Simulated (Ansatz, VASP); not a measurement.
# Ni: VASP beside Ansatz

Contents of POSCAR:

```
Ni
1.0
    4.0416515177      0.0000000000      0.0000000000
   -2.0208257588      3.5001728875      0.0000000000
    0.0000000000      0.0000000000      2.4283486347
Ni
3
Direct
    1.0000000000      0.0000000000      0.0000000000
    0.3333333333      0.6666666667      0.5000000000
    0.6666666667      0.3333333333      0.5000000000
```

The input INCAR.step1:

```
SYSTEM = Ni
PREC = Accurate
ENCUT = 520
ISMEAR = -1
SIGMA = 0.1
LREAL = .False.
LASPH = .True.
NELM = 60
NBANDS = 22
GGA = PE
ALGO = Normal
EDIFF = 1E-4
LWAVE = .True.
LCHARG = .False.
```

Contents of INCAR.step2:

```
SYSTEM = Ni
PREC = Accurate
ENCUT = 520
EDIFF = 1E-7
ISMEAR = -1
SIGMA = 0.1
LREAL = .False.
LASPH = .True.
NELM = 60
ALGO = Normal
ISIF = 2
LWAVE = .False.
LCHARG = .False.
METAGGA = R2SCAN
LMIXTAU = .True.
NBANDS = 22
ISTART = 1
```

The input KPOINTS:

```
Automatic mesh
0
Gamma
  10 10 15
  0 0 0
```

Input for Ansatz:

```yaml
crystal:
  lattice:
    - [4.0416515177, 0.0, 0.0]
    - [-2.0208257588, 3.5001728875, 0.0]
    - [0.0, 0.0, 2.4283486347]
  atoms:
    - { symbol: Ni, position: [1.0, 0.0, 0.0] }
    - { symbol: Ni, position: [0.3333333333, 0.6666666667, 0.5] }
    - { symbol: Ni, position: [0.6666666667, 0.3333333333, 0.5] }
hamiltonian:
  xc: r2scan
  pseudopotentials:
    kind: paw
    azcp:
      Ni: "pseudopotentials/Ni.paw.azcp"
basis:
  ecutwfc: 500
  fft_grid_basis: typed
kpoints:
  mp_grid: { grid: [10, 10, 15], shift: [0, 0, 0] }
magnetization:
  spin_polarized: false
scf:
  occupations: { method: fermi_dirac, width: 0.1 }
  lower_state_search: "off"
output:
  stress: true
  write_density: true
  write_potential: true
  elf: true
  volumetric_format: npy
```

Alike in both runs: task single point; functional r2SCAN; k mesh 10 × 10 × 15; occupations fermi-dirac, width 0.1 eV; no spin polarisation.

```csv
,VASP,Ansatz
version,VASP 6.6.1,Ansatz 0.2.0
potentials or method,"VASP PAW PBE potentials, release 64 (Ni), cutoff 520 eV","plane waves (500 eV) with PAW, scalar-relativistic"
valence electrons in the cell,30,54
```

|  | VASP | Ansatz | Ansatz less VASP |
| --- | --- | --- | --- |
| pressure (GPa) | -13.4 | -14.0 | -0.55 |
| traceless stress, the component that is largest in VASP (GPa) | 0.20 | 0.28 | +0.086 |

VASP's potentials were made for PBE, not for r2SCAN. VASP's potentials hold 30 valence electrons a cell and Ansatz's 54, so a difference there can come from the potentials and not from the codes.
